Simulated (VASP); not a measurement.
Crystal: Ir.

```
Ir
1.0
     2.60538    0.00000    0.00000
    -1.30269    2.25633    0.00000
     0.00000    0.00000    4.22413
Ir
2
Direct
  0.66667 0.33333 0.75000
  0.33333 0.66667 0.25000
```

Base run:

```yaml
Program: VASP 6.6.1
Functional: PBEsol
Potentials_or_basis: VASP PAW PBE potentials, release 64 (Ir)
Cutoff: 520 eV
k_mesh: 21 × 21 × 12
Occupations: gaussian, width 0.15 eV
Spin: collinear spin, ferromagnetic start
Starting_moments: "[0.4, 0.4] μB"
Fixed_moment: 0.8 μB
```

Its results: pressure 72.1 GPa; site moments Ir +0.39 μB.

Q: The run is repeated on the same cell with these changes: fixed moment from 0.8 μB to 0.6 μB; moments at the start from [0.4, 0.4] to [0.3, 0.3]. What comes out?

A: Pressure 71.2 GPa; site moments Ir +0.29 μB.

Caveats: the PAW data sets were made with another functional, which shifts forces and pressure a little; the total moment is fixed, so each spin has its own Fermi level.
